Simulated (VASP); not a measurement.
Set up this calculation in VASP 6.6.1, as the native input.

- Task: single point
- Functional: HSE06
- Potentials or basis: VASP PAW PBE potentials, release 64 (Li_sv, Cl)
- Cutoff: 520 eV
- k mesh: 6 × 6 × 6
- Occupations: gaussian, width 0.01 eV
- Spin: no spin polarisation
- Dipole correction: no
- Grid for exact exchange (PRECFOCK): Normal
- Further INCAR settings: ALGO = Normal; EDIFF = 1e-06; NBANDS = 12
- Share of exact exchange: 0.25
- Screening parameter: 0.2079 1/Å

LiCl:

```
CELL_PARAMETERS angstrom
0.00000 2.81941 2.81941
2.81941 0.00000 2.81941
2.81941 2.81941 0.00000
ATOMIC_POSITIONS crystal
Li 0.00000 0.00000 0.00000
Cl 0.25000 0.25000 0.25000
```

This cell differs from its parent crystal: strain +3.2%.

One way to write it, as run:

POSCAR

```
LiCl
1.0
    0.0000000000      2.8194066883      2.8194066883
    2.8194066883      0.0000000000      2.8194066883
    2.8194066883      2.8194066883      0.0000000000
Li Cl
1 1
Direct
    0.0000000000      0.0000000000      0.0000000000
    0.2500000000      0.2500000000      0.2500000000
```

INCAR.step1

```
SYSTEM = LiCl
  PREC = Accurate
  ENCUT = 520
  EDIFF = 1E-5
  ISMEAR = 0
  SIGMA = 0.01
  LREAL = .FALSE.
  LASPH = .TRUE.
  NELM = 80
  ALGO = Normal
  ISIF = 2
  LWAVE = .TRUE.
  GGA = PE
  NBANDS = 12
```

INCAR.step2

```
SYSTEM = LiCl
  PREC = Accurate
  ENCUT = 520
  EDIFF = 1E-6
  ISMEAR = 0
  SIGMA = 0.01
  LREAL = .FALSE.
  LASPH = .TRUE.
  NELM = 80
  ALGO = Normal
  ISIF = 2
  LWAVE = .FALSE.
  LCHARG = .TRUE.
  GGA = PE
  LHFCALC = .TRUE.
  HFSCREEN = 0.2079
  PRECFOCK = Normal
  LELF = .TRUE.
  LVHAR = .TRUE.
  ISTART = 1
  NBANDS = 12
```

KPOINTS

```
Automatic mesh
0
G
  6 6 6
  0 0 0
```

Potentials or basis: VASP PAW PBE potentials, release 64 (Li_sv, Cl).

The run is started by

```sh
$ cat potpaw_PBE.64/Li_sv/POTCAR potpaw_PBE.64/Cl/POTCAR > POTCAR
$ cp INCAR.step1 INCAR
$ mpirun -np 1 vasp_std > vasp.out
$ cp INCAR.step2 INCAR
$ mpirun -np 1 vasp_std > vasp.out
```

Results of the run:

The band gap on the k mesh is 7.05 eV.

Caveat: the cell differs from its parent crystal (strain +3.2%); the structure was generated, so it needn't be the stable form of LiCl.

It took 7.8 min on 1 thread of Intel(R) Xeon(R) Platinum 8259CL CPU @ 2.50GHz (Skylake/Cascade Lake) (shared host), peak memory 0.28 GiB.
